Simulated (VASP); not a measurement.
Write the native input for VASP 6.6.1 that does the following.

```yaml
Task: single point
Functional: PBEsol
Potentials_or_basis: VASP PAW PBE potentials, release 64 (K_sv, I)
Cutoff: 500 eV
k_mesh: 6 × 6 × 6
Occupations: fermi-dirac, width 0.02 eV
Spin: no spin polarisation
Dipole_correction: no
Further_INCAR_settings: ALGO = Normal; EDIFF = 1e-06; NBANDS = 15
```

The structure of KI lies in POSCAR:

```
KI
1.0
    0.0000000000      3.5044117579      3.5044117579
    3.5044117579      0.0000000000      3.5044117579
    3.5044117579      3.5044117579      0.0000000000
K I
1 1
Direct
    0.0000000000      0.0000000000      0.0000000000
    0.5000000000      0.5000000000      0.5000000000
```

One way to write it, as run:

INCAR

```
SYSTEM = KI
PREC     = Accurate       ! precision mode
ENCUT    = 500            ! plane-wave cutoff, eV
EDIFF    = 1E-6           ! SCF threshold, eV
ISMEAR   = -1             ! smearing method
SIGMA    = 0.02           ! smearing width, eV
LREAL    = .False.        ! projectors in reciprocal space
LASPH    = .True.         ! aspherical terms in the spheres
NELM     = 120            ! most SCF steps
ALGO     = Normal         ! electronic algorithm
ISIF     = 2              ! what is computed and relaxed
LWAVE    = .False.        ! write WAVECAR
LCHARG   = .True.         ! write CHGCAR
GGA      = PS             ! functional
LELF     = .True.         ! ELF
LVHAR    = .True.       
NBANDS   = 15             ! bands
GGA_COMPAT= .False.
```

KPOINTS

```
Automatic mesh
0
Gamma
  6 6 6
  0 0 0
```

Potentials or basis: VASP PAW PBE potentials, release 64 (K_sv, I).

Run with:

```console
$ cat potpaw_PBE.64/K_sv/POTCAR potpaw_PBE.64/I/POTCAR > POTCAR
$ mpirun -np 1 vasp_std > vasp.out
```

Results of the run:

| Quantity | Value |
| --- | --- |
| Pressure | 0.0 GPa |
| Band gap on the k mesh | 3.86 eV, direct |

Caveat: the PAW data sets were made with another functional, which shifts forces and pressure a little; spin-orbit coupling is left out, which moves the levels of the heavy elements.

It took 17 s on 1 thread of AMD EPYC 7R43 64-Core Processor (Zen 3) (shared host), peak memory 0.18 GiB.
